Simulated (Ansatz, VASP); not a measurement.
# Two plane-wave programs on Fe

```
Fe
1.0
    -1.41568    1.41568    1.41568
     1.41568   -1.41568    1.41568
     1.41568    1.41568   -1.41568
Fe
1
Direct
  0.00000 0.00000 0.00000
```

Alike in both runs: functional PBE; k mesh 21 × 21 × 21; occupations fermi-dirac, width 0.1 eV; collinear spin.

Ansatz relaxed the structure, and its values are those at the end. VASP's run is a single point on that final structure, the one shown.

|  | VASP | Ansatz |
| --- | --- | --- |
| version | VASP 6.6.1 | Ansatz 0.2.0 |
| potentials or method | VASP PAW PBE potentials, release 64 (Fe) | PAW with Ansatz's default frozen-core files, scalar-relativistic |
| plane-wave cutoff (eV) | 520 | 420 |
| valence electrons in the cell | 8 | 16 |

Ansatz gave:

```
pressure (GPa)                                                : 0.0
net moment per atom (μB)                                      : 2.15
size of the moment on the site where the two differ most (μB) : 2.20
```

**Question.** Which values does VASP return?

**Answer.** Pressure (GPa): -0.4; net moment per atom (μB): 2.17; size of the moment on the site where the two differ most (μB): 2.17.

Site moments also hang on the region over which each program counts them. VASP's potentials hold 8 valence electrons a cell and Ansatz's 16, so a difference there can come from the potentials and not from the codes.
